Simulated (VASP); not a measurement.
Input of a VASP 6.6.1 run:

Contents of POSCAR:

```
Al2Cu
1.0
    4.0866984621      0.0013549814     -0.0100177851
    0.0013549814      4.1025583957      0.0178365925
   -0.0070556074      0.0125624568      2.9085422956
Al Cu
2 1
Direct
    0.4687560276      0.0117958310      0.4766540501
    0.0213922591      0.5074259987      0.4270045301
    0.0251393845      0.0352885078      0.0181625366
```

File INCAR.step1:

```
PREC = Accurate
ENCUT = 900
ISMEAR = 0
SIGMA = 0.1
LREAL = F
LASPH = T
NELM = 120
NBANDS = 20
GGA = PE
ALGO = Normal
EDIFF = 1E-5
LWAVE = T
LCHARG = F
GGA_COMPAT = F
```

File INCAR.step2:

```
PREC = Accurate
ENCUT = 900
EDIFF = 1E-6
ISMEAR = 0
SIGMA = 0.1
LREAL = F
LASPH = T
NELM = 120
ALGO = Normal
ISIF = 2
LWAVE = F
LCHARG = F
METAGGA = R2SCAN
LMIXTAU = T
NBANDS = 20
ISTART = 1
GGA_COMPAT = F
```

The input KPOINTS:

```
Automatic mesh
0
Gamma
  1 1 1
```

Potentials or basis: VASP PAW PBE potentials, release 64 (Al, Cu_sv_GW).

Launch:

```console
$ cat potpaw_PBE.64/Al/POTCAR potpaw_PBE.64/Cu_sv_GW/POTCAR > POTCAR
$ cp INCAR.step1 INCAR
$ mpirun -np 1 vasp_gam > vasp.out
$ cp INCAR.step2 INCAR
$ mpirun -np 1 vasp_gam > vasp.out
```

(1) Estimate the band gap on the k mesh.

(2) Predict the pressure.

Results:

(1) zero (an odd number of electrons rules out a gap without spin polarisation).

(2) 3.3 GPa.

Caveat: the k points lie up to 2.16 Å⁻¹ apart, too coarse for converged energies and pressures of a metal; the PAW data sets were made with another functional, which shifts forces and pressure a little.
